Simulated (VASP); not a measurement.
# BAs (rocksalt type) (Fm-3m) in VASP: notebook

BAs (rocksalt type) is run at these levels: r2SCAN; tasks: single point, relaxation of cell and atoms.

Everything below comes from runs of VASP 6.6.1. Logs are shortened: lines on timing, memory, paths and dates and some standing lists are left out, and cuts for length are marked.

### Step 1. The cell of the first run

It takes space group Fm-3m (No. 225, cubic). Conventional cell: a = 4.273 Å, b = 4.273 Å, c = 4.273 Å, α = 90.00°, β = 90.00°, γ = 90.00°. Within 2.8 Å of B (site symmetry m-3m) lie 6 As at 2.14 Å. As (site symmetry m-3m) has 6 B at 2.14 Å within 2.8 Å.

### Step 2. Single point, r2SCAN (volume scaled by 0.8)

POSCAR

```
BAs
1.0
    0.0000000000      2.1362682621      2.1362682621
    2.1362682621      0.0000000000      2.1362682621
    2.1362682621      2.1362682621      0.0000000000
B As
1 1
Direct
    0.0000000000      0.0000000000      0.0000000000
    0.5000000000      0.5000000000      0.5000000000
```

INCAR.step1

```
  ALGO = Normal
  EDIFF = 1E-4
  ENCUT = 520
  GGA = PE
  ISMEAR = -1
  LASPH = True
  LCHARG = False
  LREAL = False
  LWAVE = True
  NBANDS = 11
  NELM = 60
  PREC = Accurate
  SIGMA = 0.05
```

INCAR.step2

```
  ALGO = Normal
  EDIFF = 1E-6
  ENCUT = 520
  ISIF = 2
  ISMEAR = -1
  ISTART = 1
  LASPH = True
  LCHARG = False
  LMIXTAU = True
  LREAL = False
  LWAVE = False
  METAGGA = R2SCAN
  NBANDS = 11
  NELM = 60
  PREC = Accurate
  SIGMA = 0.05
```

KPOINTS

```
k-points
0
Gamma
  15 15 15
```

Potentials or basis: VASP PAW PBE potentials, release 64 (B, As).

On the command line:

```bash
$ cat potpaw_PBE.64/B/POTCAR potpaw_PBE.64/As/POTCAR > POTCAR
$ cp INCAR.step1 INCAR
$ mpirun -np 1 vasp_std > vasp.out
$ cp INCAR.step2 INCAR
$ mpirun -np 1 vasp_std > vasp.out
```

OUTCAR:

```text
EDIFF = 1E-6
   ENCUT = 520
   ISIF = 2
   ISMEAR = -1
   ISTART = 1
   LASPH = True
   LREAL = False
   METAGGA = R2SCAN
   NELM = 60
   PREC = Accurate

 ion  position               nearest neighbor table
   1  0.000  0.000  0.000-   2 2.14   2 2.14   2 2.14   2 2.14   2 2.14   2 2.14
   2  0.500  0.500  0.500-   1 2.14   1 2.14   1 2.14   1 2.14   1 2.14   1 2.14

  LATTYP: Found a face centered cubic cell.
 ALAT       =     4.2725365242

  Lattice vectors:

 A1 = (   0.0000000000,   2.1362682621,   2.1362682621)
 A2 = (   2.1362682621,   0.0000000000,   2.1362682621)
 A3 = (   2.1362682621,   2.1362682621,   0.0000000000)

Analysis of symmetry for initial positions (statically):
=====================================================================
 Subroutine PRICEL returns:
 Original cell was already a primitive cell.

 Routine SETGRP: Setting up the symmetry group for a
 face centered cubic supercell.

 Subroutine GETGRP returns: Found 48 space group operations
 (whereof 48 operations were pure point group operations)
 out of a pool of 48 trial point group operations.

The static configuration has the point symmetry O_h .

Analysis of symmetry for dynamics (positions and initial velocities):
=====================================================================
 Subroutine PRICEL returns:
 Original cell was already a primitive cell.

 Routine SETGRP: Setting up the symmetry group for a
 face centered cubic supercell.

 Subroutine GETGRP returns: Found 48 space group operations
 (whereof 48 operations were pure point group operations)
 out of a pool of 48 trial point group operations.

The dynamic configuration has the point symmetry O_h .

 Subroutine INISYM returns: Found 48 space group operations
 (whereof 48 operations are pure point group operations),
 and found     1 'primitive' translations

----------------------------------------------------------------------------------------

                                     Primitive cell

  volume of cell :      19.4983

  direct lattice vectors                    reciprocal lattice vectors
     0.000000000  2.136268262  2.136268262    -0.234053002  0.234053002  0.234053002
     2.136268262  0.000000000  2.136268262     0.234053002 -0.234053002  0.234053002
     2.136268262  2.136268262  0.000000000     0.234053002  0.234053002 -0.234053002

  length of vectors
     3.021139549  3.021139549  3.021139549     0.405391691  0.405391691  0.405391691

  position of ions in fractional coordinates (direct lattice)
     0.000000000  0.000000000  0.000000000
     0.500000000  0.500000000  0.500000000

  ion indices of the primitive-cell ions
   primitive index   ion index
                 1           1
                 2           2

----------------------------------------------------------------------------------------

 KPOINTS: k-points

Automatic generation of k-mesh.
 Grid dimensions read from file:
 generate k-points for:   15   15   15

 Generating k-lattice:

  Cartesian coordinates                     Fractional coordinates (reciprocal lattice)
    -0.015603533  0.015603533  0.015603533     0.066666667  0.000000000  0.000000000
     0.015603533 -0.015603533  0.015603533     0.000000000  0.066666667  0.000000000
     0.015603533  0.015603533 -0.015603533     0.000000000  0.000000000  0.066666667

  Length of vectors
     0.027026113  0.027026113  0.027026113

  Shift w.r.t. Gamma in fractional coordinates (k-lattice)
     0.000000000  0.000000000  0.000000000

 Subroutine IBZKPT returns following result:
 ===========================================

 Found    120 irreducible k-points:

 Following reciprocal coordinates:
            Coordinates               Weight
  0.000000  0.000000  0.000000      1.000000
  0.066667  0.000000  0.000000      8.000000
  0.133333  0.000000  0.000000      8.000000
  0.200000  0.000000  0.000000      8.000000
  0.266667  0.000000  0.000000      8.000000
  0.333333  0.000000  0.000000      8.000000
[... 16 lines left out ...]
  0.133333  0.133333  0.000000      6.000000
  0.200000  0.133333  0.000000     24.000000
 [... further k-points ...]
   k-points           NKPTS =    120   k-points in BZ     NKDIM =    120   number of bands    NBANDS=     11
   number of dos      NEDOS =    301   number of ions     NIONS =      2
   total plane-waves  NPLWV =  13824
   dimension x,y,z NGX =    24 NGY =   24 NGZ =   24
   dimension x,y,z NGXF=    48 NGYF=   48 NGZF=   48
   ions per type =               1   1
   NGX,Y,Z   is equivalent  to a cutoff of  13.21, 13.21, 13.21 a.u.
   NGXF,Y,Z  is equivalent  to a cutoff of  26.41, 26.41, 26.41 a.u.
 SYSTEM =  unknown system
   PREC   = accura    normal or accurate (medium, high low for compatibility)
   ISTART =      1    job   : 0-new  1-cont  2-samecut
   ICHARG =      0    charge: 1-file 2-atom 10-const
   ISPIN  =      1    spin polarized calculation?
   LNONCOLLINEAR =      F non collinear calculations
   LSORBIT =      F    spin-orbit coupling
   LASPH  =      T    aspherical Exc in radial PAW
   ENCUT  =  520.0 eV  38.22 Ry    6.18 a.u.   5.62  5.62  5.62*2*pi/ulx,y,z
   NELM   =     60;   NELMIN=  2; NELMDL=  0     # of ELM steps
   EDIFF  = 0.1E-05   stopping-criterion for ELM
   LREAL  =      F    real-space projection
   EDIFFG = 0.1E-04   stopping-criterion for IOM
   NSW    =      0    number of steps for IOM
   IBRION =     -1    ionic relax: 0-MD 1-quasi-New 2-CG
   NFREE  =      0    steps in history (QN), initial steepest desc. (CG)
   ISIF   =      2    stress and relaxation
   ISYM   =      2    0-nonsym 1-usesym 2-fastsym
   POTIM  = 0.5000    time-step for ionic-motion
   TEBEG  =    0.0;   TEEND  =   0.0 temperature during run
   PSTRESS=    0.0 pullay stress
   NELECT =       8.0000    total number of electrons
   NUPDOWN=      -1.0000    fix difference up-down
   EMIN   =  10.00;   EMAX   =-10.00  energy-range for DOS
   EFERMI =   0.00;   METHOD = LEGACY
   ISMEAR =    -1;   SIGMA  =   0.05  broadening in eV -4-tet -1-fermi 0-gaus
   EFERMI_NEDOS =   21; number of points for ismear=-14 and -15
   IALGO  =     38    algorithm
   IMIX   =      4    mixing-type and parameters
     AMIX     =   0.40;   BMIX     =  1.00
     AMIX_MAG =   1.60;   BMIX_MAG =  1.00
  volume/ion in A,a.u.               =       9.75        65.79
  Fermi-wavevector in a.u.,A,eV,Ry     =   1.216482  2.298818 20.134290  1.479829
  Thomas-Fermi vector in A             =   2.351834
   LORBIT       =      0    0 simple, 1 ext, 2 COOP (PROOUT), +10 PAW based schemes
   METAGGA = R2SCAN    functional components
   LHFCALC =     F    Hartree Fock is set to
   AEXX    =    0.0000 exact exchange contribution
   IVDW    =     0    specifies the selected vdW correction
   LEPSILON=     F    determine dielectric tensor
   LRPA    =     F    only Hartree local field effects (RPA)
 non-spin polarized calculation
  energy-cutoff  :      520.00
  volume of cell :       19.50
 maximum number of plane-waves:       535
   NGX = 11   NGY = 11   NGZ = 11

 number of electron       8.0000001 magnetization

 Free energy of the ion-electron system (eV)
  ---------------------------------------------------
  ext. energy  EPLUGINS =         0.00000000
  ---------------------------------------------------
  free energy    TOTEN  =       -19.58807477 eV

  energy without entropy =      -19.58243971  energy(sigma->0) =      -19.58525724

 E-fermi :  10.3384     XC(G=0): -13.1496

 val. band max:       10.2826247514   @ k =   0.3333   0.0000   0.0000
 cond. band min:      10.3453523112   @ k =  -0.4000   0.4000   0.0667
 fundamental gap:      0.0627275598
 Fermi energy:        10.3384461662

 k-point     1 :       0.0000    0.0000    0.0000
  band No.  band energies     occupation
      1      -9.1454      2.00000
      2      10.1576      1.94769
      3      10.1576      1.94769
      4      10.1576      1.94769
      5      17.9005      0.00000
      6      19.6756      0.00000
      7      19.6756      0.00000
      8      19.6756      0.00000
      9      20.2456      0.00000
     10      20.2456      0.00000
     11      20.2456      0.00000

 k-point     2 :       0.0667    0.0000    0.0000
  band No.  band energies     occupation
      1      -9.0388      2.00000
      2       9.4639      2.00000
      3      10.1350      1.96641
      4      10.1350      1.96640
      5      18.0434      0.00000
      6      19.4117      0.00000
      7      19.4334      0.00000
      8      19.4334      0.00000
      9      19.9871      0.00000
     10      19.9871      0.00000
     11      20.4200      0.00000

 k-point     3 :       0.1333    0.0000    0.0000
  band No.  band energies     occupation
      1      -8.7194      2.00000
      2       7.8043      2.00000
      3      10.0877      1.98682
      4      10.0877      1.98682
      5      17.9313      0.00000
      6      18.0152      0.00000
      7      18.0152      0.00000
      8      19.1155      0.00000
      9      20.6603      0.00000
     10      20.6603      0.00000
     11      21.0123      0.00000

 k-point     4 :       0.2000    0.0000    0.0000
  band No.  band energies     occupation
      1      -8.1887      2.00000
      2       5.7634      2.00000
      3      10.0639      1.99178
      4      10.0639      1.99178
      5      16.5069      0.00000
      6      16.5069      0.00000
      7      17.5137      0.00000
      8      18.7775      0.00000
      9      21.7680      0.00000
     10      21.7680      0.00000
     11      22.0990      0.00000

 k-point     5 :       0.2667    0.0000    0.0000
  band No.  band energies     occupation
      1      -7.4507      2.00000
      2       3.6513      2.00000
      3      10.1156      1.97707
      4      10.1156      1.97707
      5      15.1062      0.00000
      6      15.1062      0.00000
      7      17.1160      0.00000
      8      18.3661      0.00000
      9      23.2296      0.00000
     10      23.2296      0.00000
     11      23.4247      0.00000
[... 211 lines left out ...]
 k-point    21 :      -0.1333    0.0667    0.0000
  band No.  band energies     occupation
      1      -8.4712      2.00000
      2       7.1730      2.00000
      3       8.9198      2.00000
      4      10.7537      0.00049
      5      16.2956      0.00000
      6      17.3118      0.00000
      7      18.5119      0.00000
      8      19.3825      0.00000
      9      20.4880      0.00000
     10      20.8762      0.00000
     11      22.8050      0.00000

 k-point    22 :      -0.0667    0.0667    0.0000
  band No.  band energies     occupation
      1      -8.8612      2.00000
      2       8.8229      2.00000
      3       9.3762      2.00000
      4      10.4699      0.13454
      5      17.9350      0.00000
      6      18.0293      0.00000
      7      19.1177      0.00000
      8      19.1435      0.00000
      9      19.9578      0.00000
     10      20.6609      0.00000
     11      21.3067      0.00000

 k-point    23 :       0.1333    0.1333    0.0000
  band No.  band energies     occupation
      1      -8.5766      2.00000
      2       8.8647      2.00000
      3       8.8647      2.00000
      4       9.3912      2.00000
      5      14.7857      0.00000
      6      17.5994      0.00000
      7      19.6623      0.00000
      8      20.4434      0.00000
      9      20.4434      0.00000
     10      22.3698      0.00000
     11      22.3698      0.00000

 k-point    24 :       0.2000    0.1333    0.0000
  band No.  band energies     occupation
      1      -8.1862      2.00000
      2       7.3419      2.00000
      3       8.4168      2.00000
      4       9.7638      1.99998
      5      13.1863      0.00000
      6      17.2665      0.00000
      7      20.0623      0.00000
      8      20.0850      0.00000
      9      20.5567      0.00000
     10      23.4509      0.00000
     11      23.5723      0.00000

 [... further k-points ...]
[... 5 lines left out ...]
  --------------------------------------------------------------------------------------
  -------------------------------------------------------------------------------------
  Total        5.8161743      5.8161743      5.8161743      0.0000000      0.0000000     -0.0000000
  in kB      477.9149670    477.9149670    477.9149670      0.0000000      0.0000000     -0.0000000
  external PRESSURE =     477.9149670 kB  Pullay stress =       0.0000000 kB

 VOLUME and BASIS-vectors are now :
 -----------------------------------------------------------------------------
  energy-cutoff  :      520.00
  volume of cell :       19.50
      direct lattice vectors                 reciprocal lattice vectors
     0.000000000  2.136268262  2.136268262    -0.234053002  0.234053002  0.234053002
     2.136268262  0.000000000  2.136268262     0.234053002 -0.234053002  0.234053002
     2.136268262  2.136268262  0.000000000     0.234053002  0.234053002 -0.234053002

 POSITION                                       TOTAL-FORCE (eV/Angst)
 -----------------------------------------------------------------------------------
      0.00000      0.00000      0.00000         0.000000      0.000000     -0.000000
      2.13627      2.13627      2.13627        -0.000000     -0.000000      0.000000
 -----------------------------------------------------------------------------------
    total drift:                                0.000000     -0.000000     -0.000000

  FREE ENERGIE OF THE ION-ELECTRON SYSTEM (eV)
  ---------------------------------------------------
  free  energy   TOTEN  =       -19.5880747727 eV

  energy  without entropy=      -19.5824397079  energy(sigma->0) =      -19.58525724
```

Wall time 3.3 min (1 thread of AMD EPYC 7R43 (Zen 3), shared host); peak memory 0.12 GiB.

What came out:

- Free energy: -19.5881 eV
- Pressure: 47.8 GPa
- Band gap on the k mesh: zero (band 4 reaches 11.80 eV, above the bottom of band 5 at 7.29 eV)

Levels at points of the mesh, in eV from the Fermi level:
| k point | band 1 | band 2 | band 3 | band 4 | band 5 | band 6 | band 7 | band 8 |
| --- | --- | --- | --- | --- | --- | --- | --- | --- |
| (0.00, 0.00, 0.00) | -19.48 | -0.18 | -0.18 | -0.18 | 7.56 | 9.34 | 9.34 | 9.34 |

Caveat: the PAW data sets were made with another functional, which shifts forces and pressure a little.

### Step 3. Single point, r2SCAN (volume scaled by 0.88)

POSCAR

```
BAs
1.0
    0.0000000000      2.2052272482      2.2052272482
    2.2052272482      0.0000000000      2.2052272482
    2.2052272482      2.2052272482      0.0000000000
B As
1 1
Direct
    0.0000000000      0.0000000000      0.0000000000
    0.5000000000      0.5000000000      0.5000000000
```

INCAR.step1

```
SYSTEM = BAs
ALGO = Normal
EDIFF = 1E-4
ENCUT = 520
GGA = PE
ISMEAR = -1
LASPH = .True.
LCHARG = .False.
LREAL = .False.
LWAVE = .True.
NBANDS = 11
NELM = 60
PREC = Accurate
SIGMA = 0.05
```

INCAR.step2

```
SYSTEM = BAs
ALGO = Normal
EDIFF = 1E-6
ENCUT = 520
ISIF = 2
ISMEAR = -1
ISTART = 1
LASPH = .True.
LCHARG = .True.
LELF = .True.
LMIXTAU = .True.
LREAL = .False.
LVHAR = .True.
LWAVE = .False.
METAGGA = R2SCAN
NBANDS = 11
NELM = 60
PREC = Accurate
SIGMA = 0.05
```

KPOINTS

```
k-points
0
Gamma
  15 15 15
  0 0 0
```

Potentials or basis: VASP PAW PBE potentials, release 64 (B, As).

On the command line:

```bash
$ cat potpaw_PBE.64/B/POTCAR potpaw_PBE.64/As/POTCAR > POTCAR
$ cp INCAR.step1 INCAR
$ mpirun -np 1 vasp_std > vasp.out
$ cp INCAR.step2 INCAR
$ mpirun -np 1 vasp_std > vasp.out
```

Wall time 3.8 min (1 thread of AMD EPYC 7R43 (Zen 3), shared host); peak memory 0.12 GiB.

It converged, with:

```yaml
Free_energy: -20.0073 eV
Pressure: 22.8 GPa
Band_gap_on_the_k_mesh: zero (band 4 reaches 10.48 eV, above the bottom of band 5 at 5.65 eV)
```

Levels at points of the mesh, in eV from the Fermi level:
```tsv
k point	band 1	band 2	band 3	band 4	band 5	band 6	band 7	band 8	band 9
(0.00, 0.00, 0.00)	-18.28	-0.13	-0.13	-0.13	5.87	9.14	9.14	9.14	9.34
```

Caveat: the PAW data sets were made with another functional, which shifts forces and pressure a little.

[end of part 1 of 3]
